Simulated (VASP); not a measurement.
# Bi (I4/mmm) in VASP: single point with LDA

Aim: the single point of Bi with LDA.

Program: VASP 6.6.1. These are calculated values, not measurements. Logs are shortened: lines on timing, memory, paths and dates and some standing lists are left out, and cuts for length are marked.

### 1 The cell of the first run

It takes space group I4/mmm (No. 139, tetragonal). Conventional cell: a = 4.703 Å, b = 4.703 Å, c = 10.566 Å, α = 90.00°, β = 90.00°, γ = 90.00°.

### 2 Single point, LDA

Contents of INCAR:

```
PREC = Accurate
ENCUT = 520
EDIFF = 1E-6
ISMEAR = -1
SIGMA = 0.1
LREAL = F
LASPH = T
NELM = 60
ALGO = Normal
ISIF = 2
LWAVE = F
LCHARG = T
LELF = T
LVHAR = T
NBANDS = 14
```

Contents of KPOINTS:

```
Automatic mesh
0
Gamma
  7 7 7
```

Contents of POSCAR:

```
Bi
1.0
   -2.3512520000      2.3512520000      5.2830860000
    2.3512520000     -2.3512520000      5.2830860000
    2.3512520000      2.3512520000     -5.2830860000
Bi
1
Direct
    0.0000000000      0.0000000000      0.0000000000
```

Potentials or basis: VASP PAW LDA potentials, release 64 (Bi_d).

Started as:

```bash
$ cat potpaw_LDA.64/Bi_d/POTCAR > POTCAR
$ mpirun -np 1 vasp_std > vasp.out
```

OUTCAR:

```text
PREC = Accurate
   ENCUT = 520
   EDIFF = 1E-6
   ISMEAR = -1
   LREAL = F
   LASPH = T
   NELM = 60
   ISIF = 2

 ion  position               nearest neighbor table
   1  0.000  0.000  0.000-

  LATTYP: Found a body centered tetragonal cell.
 ALAT       =     4.7025040000
 C/A-ratio  =     2.2469246172

  Lattice vectors:

 A1 = (  -2.3512520000,   2.3512520000,   5.2830860000)
 A2 = (   2.3512520000,  -2.3512520000,   5.2830860000)
 A3 = (   2.3512520000,   2.3512520000,  -5.2830860000)

Analysis of symmetry for initial positions (statically):
=====================================================================
 Subroutine PRICEL returns:
 Original cell was already a primitive cell.

 Routine SETGRP: Setting up the symmetry group for a
 body centered tetragonal supercell.

 Subroutine GETGRP returns: Found 16 space group operations
 (whereof 16 operations were pure point group operations)
 out of a pool of 16 trial point group operations.

The static configuration has the point symmetry D_4h.

Analysis of symmetry for dynamics (positions and initial velocities):
=====================================================================
 Subroutine PRICEL returns:
 Original cell was already a primitive cell.

 Routine SETGRP: Setting up the symmetry group for a
 body centered tetragonal supercell.

 Subroutine GETGRP returns: Found 16 space group operations
 (whereof 16 operations were pure point group operations)
 out of a pool of 16 trial point group operations.

The dynamic configuration has the point symmetry D_4h.

 Subroutine INISYM returns: Found 16 space group operations
 (whereof 16 operations are pure point group operations),
 and found     1 'primitive' translations

----------------------------------------------------------------------------------------

                                     Primitive cell

  volume of cell :     116.8278

  direct lattice vectors                    reciprocal lattice vectors
    -2.351252000  2.351252000  5.283086000     0.000000000  0.212652663  0.094641655
     2.351252000 -2.351252000  5.283086000     0.212652663  0.000000000  0.094641655
     2.351252000  2.351252000 -5.283086000     0.212652663  0.212652663  0.000000000

  length of vectors
     6.242416969  6.242416969  6.242416969     0.232762106  0.232762106  0.300736281

  position of ions in fractional coordinates (direct lattice)
     0.000000000  0.000000000  0.000000000

  ion indices of the primitive-cell ions
   primitive index   ion index
                 1           1

----------------------------------------------------------------------------------------

 KPOINTS: Automatic mesh

Automatic generation of k-mesh.
 Grid dimensions read from file:
 generate k-points for:    7    7    7

 Generating k-lattice:

  Cartesian coordinates                     Fractional coordinates (reciprocal lattice)
     0.000000000  0.030378952  0.013520236     0.142857143 -0.000000000  0.000000000
     0.030378952  0.000000000  0.013520236    -0.000000000  0.142857143  0.000000000
     0.030378952  0.030378952  0.000000000     0.000000000  0.000000000  0.142857143

  Length of vectors
     0.033251729  0.033251729  0.042962326

  Shift w.r.t. Gamma in fractional coordinates (k-lattice)
     0.000000000  0.000000000  0.000000000

 Subroutine IBZKPT returns following result:
 ===========================================

 Found     40 irreducible k-points:

 Following reciprocal coordinates:
            Coordinates               Weight
  0.000000  0.000000  0.000000      1.000000
  0.142857  0.000000 -0.000000      8.000000
  0.285714  0.000000 -0.000000      8.000000
  0.428571  0.000000 -0.000000      8.000000
  0.142857  0.142857 -0.000000      8.000000
  0.285714  0.142857 -0.000000     16.000000
[... 16 lines left out ...]
 -0.142857  0.285714  0.142857      8.000000
 -0.428571  0.428571  0.142857      8.000000
 [... further k-points ...]
   k-points           NKPTS =     40   k-points in BZ     NKDIM =     40   number of bands    NBANDS=     14
   number of dos      NEDOS =    301   number of ions     NIONS =      1
   total plane-waves  NPLWV = 110592
   dimension x,y,z NGX =    48 NGY =   48 NGZ =   48
   dimension x,y,z NGXF=    96 NGYF=   96 NGZF=   96
   ions per type =               1
   NGX,Y,Z   is equivalent  to a cutoff of  12.78, 12.78, 12.78 a.u.
   NGXF,Y,Z  is equivalent  to a cutoff of  25.57, 25.57, 25.57 a.u.
 SYSTEM =  unknown system
   PREC   = accura    normal or accurate (medium, high low for compatibility)
   ISTART =      0    job   : 0-new  1-cont  2-samecut
   ICHARG =      2    charge: 1-file 2-atom 10-const
   ISPIN  =      1    spin polarized calculation?
   LNONCOLLINEAR =      F non collinear calculations
   LSORBIT =      F    spin-orbit coupling
   LASPH  =      T    aspherical Exc in radial PAW
   ENCUT  =  520.0 eV  38.22 Ry    6.18 a.u.  11.61 11.61 11.61*2*pi/ulx,y,z
   NELM   =     60;   NELMIN=  2; NELMDL= -5     # of ELM steps
   EDIFF  = 0.1E-05   stopping-criterion for ELM
   LREAL  =      F    real-space projection
[... 7 lines left out ...]
   TEBEG  =    0.0;   TEEND  =   0.0 temperature during run
   PSTRESS=    0.0 pullay stress
   NELECT =      15.0000    total number of electrons
   NUPDOWN=      -1.0000    fix difference up-down
   EMIN   =  10.00;   EMAX   =-10.00  energy-range for DOS
   EFERMI =   0.00;   METHOD = LEGACY
   ISMEAR =    -1;   SIGMA  =   0.10  broadening in eV -4-tet -1-fermi 0-gaus
   EFERMI_NEDOS =   21; number of points for ismear=-14 and -15
   IALGO  =     38    algorithm
   IMIX   =      4    mixing-type and parameters
     AMIX     =   0.40;   BMIX     =  1.00
     AMIX_MAG =   1.60;   BMIX_MAG =  1.00
  volume/ion in A,a.u.               =     116.83       788.39
  Fermi-wavevector in a.u.,A,eV,Ry     =   0.825892  1.560710  9.280500  0.682098
  Thomas-Fermi vector in A             =   1.937829
   LORBIT       =      0    0 simple, 1 ext, 2 COOP (PROOUT), +10 PAW based schemes
   GGA     = CA    functional components
   LHFCALC =     F    Hartree Fock is set to
   AEXX    =    0.0000 exact exchange contribution
   IVDW    =     0    specifies the selected vdW correction
   LEPSILON=     F    determine dielectric tensor
   LRPA    =     F    only Hartree local field effects (RPA)
 non-spin polarized calculation
  energy-cutoff  :      520.00
  volume of cell :      116.83
 maximum number of plane-waves:      3172
   NGX = 23   NGY = 23   NGZ = 23

 number of electron      15.0000001 magnetization

 Free energy of the ion-electron system (eV)
  ---------------------------------------------------
  ext. energy  EPLUGINS =         0.00000000
  ---------------------------------------------------
  free energy    TOTEN  =        -1.41254111 eV

  energy without entropy =       -1.27342056  energy(sigma->0) =       -1.34298084

 E-fermi :  -1.7221     XC(G=0):  -5.4054

 val. band max:       -1.7509456673   @ k =  -0.2857   0.2857   0.0000
 cond. band min:      -1.6945946332   @ k =   0.2857   0.1429  -0.0000
 fundamental gap:      0.0563510341
 Fermi energy:        -1.7220813444

 k-point     1 :       0.0000    0.0000    0.0000
  band No.  band energies     occupation
      1     -24.4288      2.00000
      2     -24.4176      2.00000
      3     -24.4176      2.00000
      4     -24.3859      2.00000
      5     -24.3853      2.00000
      6     -11.8437      2.00000
      7      -1.6534      0.66941
      8      -0.8229      0.00025
      9      -0.8229      0.00025
     10       1.1795      0.00000
     11       4.3787      0.00000
     12       4.8762      0.00000
     13       6.4875      0.00000
     14       6.6064      0.00000

 k-point     2 :       0.1429    0.0000   -0.0000
  band No.  band energies     occupation
      1     -24.4286      2.00000
      2     -24.4178      2.00000
      3     -24.4176      2.00000
      4     -24.3855      2.00000
      5     -24.3852      2.00000
      6     -11.8195      2.00000
      7      -1.6831      0.80749
      8      -1.3140      0.03322
      9      -0.7911      0.00018
     10       1.6547      0.00000
     11       4.5017      0.00000
     12       5.1391      0.00000
     13       5.4633      0.00000
     14       6.7729      0.00000

 k-point     3 :       0.2857    0.0000   -0.0000
  band No.  band energies     occupation
      1     -24.4281      2.00000
      2     -24.4182      2.00000
      3     -24.4175      2.00000
      4     -24.3859      2.00000
      5     -24.3838      2.00000
      6     -11.7637      2.00000
      7      -2.1245      1.96487
      8      -1.6575      0.68801
      9      -0.7168      0.00009
     10       2.3853      0.00000
     11       4.1916      0.00000
     12       4.9542      0.00000
     13       6.4891      0.00000
     14       7.0750      0.00000

 k-point     4 :       0.4286    0.0000   -0.0000
  band No.  band energies     occupation
      1     -24.4277      2.00000
      2     -24.4185      2.00000
      3     -24.4175      2.00000
      4     -24.3862      2.00000
      5     -24.3826      2.00000
      6     -11.7174      2.00000
      7      -2.5764      1.99961
      8      -1.6768      0.77753
      9      -0.6541      0.00005
     10       2.6497      0.00000
     11       4.3752      0.00000
     12       5.0707      0.00000
     13       6.5349      0.00000
     14       6.7400      0.00000

 k-point     5 :       0.1429    0.1429   -0.0000
  band No.  band energies     occupation
      1     -24.4283      2.00000
      2     -24.4177      2.00000
      3     -24.4177      2.00000
      4     -24.3857      2.00000
      5     -24.3846      2.00000
      6     -11.7941      2.00000
      7      -1.7842      1.30115
      8      -1.3270      0.03774
      9      -1.1781      0.00865
     10       2.2064      0.00000
     11       4.5523      0.00000
     12       5.2562      0.00000
     13       5.8059      0.00000
     14       5.9344      0.00000

 k-point     6 :       0.2857    0.1429   -0.0000
  band No.  band energies     occupation
      1     -24.4278      2.00000
      2     -24.4181      2.00000
      3     -24.4177      2.00000
      4     -24.3861      2.00000
      5     -24.3831      2.00000
      6     -11.7391      2.00000
      7      -2.0987      1.95478
      8      -1.6946      0.86343
      9      -1.1501      0.00654
     10       2.8506      0.00000
     11       4.4228      0.00000
     12       5.1753      0.00000
     13       5.9143      0.00000
     14       6.8295      0.00000

 k-point     7 :       0.4286    0.1429   -0.0000
  band No.  band energies     occupation
      1     -24.4275      2.00000
      2     -24.4185      2.00000
      3     -24.4177      2.00000
      4     -24.3864      2.00000
      5     -24.3820      2.00000
      6     -11.6951      2.00000
      7      -2.5153      1.99928
      8      -1.6744      0.76605
      9      -1.0706      0.00296
     10       2.9486      0.00000
     11       4.5420      0.00000
     12       5.1712      0.00000
     13       5.6268      0.00000
     14       6.8866      0.00000
[... 205 lines left out ...]
 k-point    20 :       0.2857    0.2857    0.1429
  band No.  band energies     occupation
      1     -24.4265      2.00000
      2     -24.4184      2.00000
      3     -24.4184      2.00000
      4     -24.3872      2.00000
      5     -24.3794      2.00000
      6     -11.6064      2.00000
      7      -2.2212      1.98649
      8      -2.2189      1.98619
      9      -1.4622      0.13841
     10       3.0977      0.00000
     11       3.8394      0.00000
     12       4.5608      0.00000
     13       5.1603      0.00000
     14       8.0159      0.00000

 k-point    21 :       0.4286    0.2857    0.1429
  band No.  band energies     occupation
      1     -24.4265      2.00000
      2     -24.4185      2.00000
      3     -24.4184      2.00000
      4     -24.3872      2.00000
      5     -24.3794      2.00000
      6     -11.6069      2.00000
      7      -2.2751      1.99210
      8      -2.1599      1.97521
      9      -1.4430      0.11563
     10       3.0183      0.00000
     11       3.9237      0.00000
     12       4.3184      0.00000
     13       5.7192      0.00000
     14       6.6372      0.00000

 k-point    22 :      -0.2857    0.2857    0.1429
  band No.  band energies     occupation
      1     -24.4275      2.00000
      2     -24.4185      2.00000
      3     -24.4177      2.00000
      4     -24.3864      2.00000
      5     -24.3820      2.00000
      6     -11.6980      2.00000
      7      -2.4933      1.99911
      8      -1.6023      0.46363
      9      -1.0596      0.00265
     10       3.2535      0.00000
     11       3.6119      0.00000
     12       5.1738      0.00000
     13       5.7652      0.00000
     14       6.2721      0.00000

 k-point    23 :      -0.1429    0.2857    0.1429
  band No.  band energies     occupation
      1     -24.4277      2.00000
      2     -24.4185      2.00000
      3     -24.4175      2.00000
      4     -24.3863      2.00000
      5     -24.3826      2.00000
      6     -11.7191      2.00000
      7      -2.5558      1.99952
      8      -1.6469      0.64097
      9      -0.6476      0.00004
     10       2.8643      0.00000
     11       3.7395      0.00000
     12       5.0393      0.00000
     13       6.5047      0.00000
     14       6.8107      0.00000

 k-point    24 :      -0.4286    0.4286    0.1429
  band No.  band energies     occupation
      1     -24.4269      2.00000
      2     -24.4184      2.00000
      3     -24.4181      2.00000
      4     -24.3869      2.00000
      5     -24.3806      2.00000
      6     -11.6452      2.00000
      7      -2.3497      1.99625
      8      -1.7724      1.24628
      9      -1.6372      0.59919
     10       3.5089      0.00000
     11       3.6363      0.00000
     12       5.3392      0.00000
     13       6.1919      0.00000
     14       6.9861      0.00000

 [... further k-points ...]
[... 5 lines left out ...]
  --------------------------------------------------------------------------------------
  -------------------------------------------------------------------------------------
  Total       -2.6950708     -2.6950708     -0.6392990      0.0000000      0.0000000      0.0000000
  in kB      -36.9602357    -36.9602357     -8.7673550      0.0000000      0.0000000      0.0000000
  external PRESSURE =     -27.5626088 kB  Pullay stress =       0.0000000 kB

 VOLUME and BASIS-vectors are now :
 -----------------------------------------------------------------------------
  energy-cutoff  :      520.00
  volume of cell :      116.83
      direct lattice vectors                 reciprocal lattice vectors
    -2.351252000  2.351252000  5.283086000     0.000000000  0.212652663  0.094641655
     2.351252000 -2.351252000  5.283086000     0.212652663  0.000000000  0.094641655
     2.351252000  2.351252000 -5.283086000     0.212652663  0.212652663  0.000000000

 POSITION                                       TOTAL-FORCE (eV/Angst)
 -----------------------------------------------------------------------------------
      0.00000      0.00000      0.00000         0.000000     -0.000000      0.000000
 -----------------------------------------------------------------------------------
    total drift:                                0.000000      0.000000      0.000000

  FREE ENERGIE OF THE ION-ELECTRON SYSTEM (eV)
  ---------------------------------------------------
  free  energy   TOTEN  =        -1.4125411150 eV

  energy  without entropy=       -1.2734205555  energy(sigma->0) =       -1.34298084
```

It took 56 s on 1 thread of Intel Xeon Platinum 8488C (Sapphire Rapids), shared host; peak memory 0.26 GiB.

What came out:

| Item | Value |
| --- | --- |
| Free energy | -1.4125 eV |
| Pressure | -2.8 GPa |

Caveat: spin-orbit coupling is left out, which moves the levels of the heavy elements.
